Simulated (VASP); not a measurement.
Here is a VASP 6.6.1 calculation.

The input INCAR:

```
PREC     = Accurate       # precision mode
ENCUT    = 520            # plane-wave cutoff, eV
EDIFF    = 1E-7           # SCF threshold, eV
ISMEAR   = 0              # smearing method
SIGMA    = 0.05           # smearing width, eV
LREAL    = F              # projectors in reciprocal space
LASPH    = T              # aspherical terms in the spheres
NELM     = 80             # most SCF steps
ALGO     = Normal         # electronic algorithm
ISIF     = 2              # what is computed and relaxed
LWAVE    = F              # write WAVECAR
LCHARG   = T              # write CHGCAR
GGA      = PE             # functional
LELF     = T              # ELF
LVHAR    = T            
NBANDS   = 16             # bands
```

The input KPOINTS:

```
Automatic mesh
0
Gamma
  12 12 6
```

Contents of POSCAR:

```
SiC
1.0
    2.9566560977      0.0000000000      0.0000000000
   -1.4783280488      2.5605392908      0.0000000000
    0.0000000000      0.0000000000      4.6611683379
Si C
2 2
Direct
    0.3333333333      0.6666666667      0.0008969464
    0.6666666667      0.3333333333      0.5008969464
    0.3333333333      0.6666666667      0.3841030536
    0.6666666667      0.3333333333      0.8841030536
```

Potentials or basis: VASP PAW PBE potentials, release 64 (Si, C).

The run is started by

```console
$ cat potpaw_PBE.64/Si/POTCAR potpaw_PBE.64/C/POTCAR > POTCAR
$ mpirun -np 1 vasp_std > vasp.out
```

What does it give for the band gap on the k mesh?

1.94 eV, indirect (least direct gap 3.97 eV).

Predict the pressure.

51.5 GPa.

Stress tensor (GPa, compression positive):
```
44.46  0.00  0.00
 0.00 44.46  0.00
 0.00  0.00 65.70
```

 A k mesh can miss the band edges.
